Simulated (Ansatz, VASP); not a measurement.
# B2Te3 in VASP and in Ansatz

```
B Te
1.0
     6.24596    0.00000    0.00000
    -3.12298    5.40916    0.00000
     0.00000    0.00000    3.24394
B Te
2 3
Cartesian
  0.0000 3.6061 1.6220
  3.1230 1.8031 1.6220
  2.3705 0.0000 0.0000
  -1.1852 2.0529 0.0000
  1.9377 3.3562 0.0000
```

Alike in both runs: task relaxation of cell and atoms; functional PBE; k mesh 6 × 6 × 12; occupations gaussian, width 0.1 eV; no spin polarisation.

|  | VASP | Ansatz |
| --- | --- | --- |
| version | VASP 6.6.1 | Ansatz 0.2.0 |
| potentials or method | VASP PAW PBE potentials, release 64 (B, Te), cutoff 600 eV | scalar-relativistic, plane waves, PAW |
| valence electrons in the cell | 24 | 54 |

```csv
,VASP,Ansatz,Ansatz less VASP
"gap on the k mesh at the Fermi level, each at its own relaxed structure (eV)",none,none,-
relaxed volume (Å³/atom),22.02,22.01,-0.003
relaxed length of the cell vector where the two differ most in proportion (Å),6.269,6.268,-0.0008
```

A gap of «none» marks a metal or a gap that the smearing closes. VASP's potentials hold 24 valence electrons a cell and Ansatz's 54, so a difference there can come from the potentials and not from the codes.

Spin-orbit coupling is off throughout.
